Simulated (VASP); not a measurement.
Crystal: Cd4SeS3.

```xyz
8
Lattice="4.2748 -0.0647 -0.0279 -0.0647 4.2850 0.0033 -0.0786 0.0092 11.7596" Properties=species:S:1:pos:R:3 pbc="T T T"
Cd    2.0472    0.0252    7.2886
Cd   -0.0827    2.0755   10.1590
Cd    2.1044   -0.0437    1.5590
Cd    0.0628    2.3036    4.3489
Se    0.1034   -0.0699   -0.0285
S     2.1223    2.0756    3.0313
S    -0.1807    0.0642    5.8763
S     1.9686    2.0422    8.8748
```

```yaml
Program: VASP 6.6.1
Task: relaxation of cell and atoms
Functional: PBE
Potentials_or_basis: VASP PAW PBE potentials, release 64 (Cd, Se, S)
Cutoff: 600 eV
k_mesh: 4 × 4 × 1
Occupations: gaussian, width 0.1 eV
Spin: no spin polarisation
```

At the start: pressure 0.7 GPa; volume 26.92 Å³/atom.

**Question.** Where does the relaxation end?

**Answer.** Over 21 steps the energy falls by 38.0 meV/atom and the volume is 27.05 Å³/atom (+0.5 %); space group P1 (No. 1, to 0.1 Å) before, P-4m2 (No. 115, to 0.1 Å).

The path:
```
step  energy change (eV)  largest force (eV/Å)  pressure (GPa)  volume (Å³)
   1              0.0000                1.2768            0.67       215.35
   2             -0.1798                0.5710           -0.54       218.85
   3             -0.1978                0.4094           -0.92       220.48
   4             -0.2601                0.2027            0.02       216.11
   5             -0.2649                0.1467            0.39       214.62
   6             -0.2787                0.1630            0.01       216.23
   7             -0.2800                0.2006           -0.14       216.90
   8             -0.2874                0.1223           -0.09       216.66
   9             -0.2907                0.1160           -0.01       216.37
  10             -0.2944                0.0642            0.04       216.14
  11             -0.2952                0.0920            0.09       215.97
  12             -0.2978                0.0762           -0.05       216.60
  13             -0.2980                0.0730           -0.11       216.83
  14             -0.3002                0.0562            0.04       216.24
  15             -0.3009                0.0555            0.18       215.66
  16             -0.3023                0.0434            0.12       215.93
  17             -0.3036                0.0501           -0.05       216.62
  18             -0.3036                0.0485           -0.03       216.52
  19             -0.3040                0.0304           -0.02       216.47
  20             -0.3042                0.0254            0.00       216.41
  21             -0.3044                0.0192            0.00       216.39
```

Final structure:
```
Cd Se S
1.0
     4.25797    0.00069   -0.00015
    -0.00031    4.25784    0.00087
    -0.00100    0.00095   11.93558
Cd Se S
4 1 3
Direct
  0.50043 0.00067 0.62155
  0.99741 0.49694 0.86520
  0.50281 0.00212 0.13439
  0.99970 0.50057 0.37868
  0.00225 0.99750 0.99995
  0.49984 0.50136 0.25686
  0.99988 0.00051 0.50019
  0.49767 0.50032 0.74318
```

Caveat: the k points lie up to 0.53 Å⁻¹ apart in the final cell.
